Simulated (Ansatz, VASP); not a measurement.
**Two plane-wave programs on LiH**

```
CELL_PARAMETERS angstrom
0.00000 2.03250 2.03250
2.03250 0.00000 2.03250
2.03250 2.03250 0.00000
ATOMIC_POSITIONS crystal
Li 0.99130 0.00000 0.00000
H 0.50000 0.50000 0.50000
```

Change from the starting cell: all Li atoms moved +0.025 Å, as atom 1 towards its neighbour atom 1 (Li) at 2.874 Å.

Alike in both runs: task single point; functional PBE; k mesh 10 × 10 × 10; occupations gaussian, width 0.05 eV; no spin polarisation.

|  | VASP | Ansatz |
| --- | --- | --- |
| version | VASP 6.6.1 | Ansatz 0.2.0 |
| potentials or method | VASP PAW PBE potentials, release 64 (Li_sv, H), cutoff 520 eV | scalar-relativistic, plane waves, PAW |
| valence electrons in the cell | 4 | 4 |

```tsv
	VASP	Ansatz	Ansatz less VASP
gap on the k mesh at the Fermi level (eV)	3.01	3.02	+0.007
least direct gap on the mesh (eV)	3.01	3.02	+0.007
rms of the force components (eV/Å)	0.014	0.014	+0.0001
```

Atom by atom the forces differ by 0.000 eV/Å (rms over components).

Noted on VASP's run: the cutoff is short for stress, so the pressure is rough.
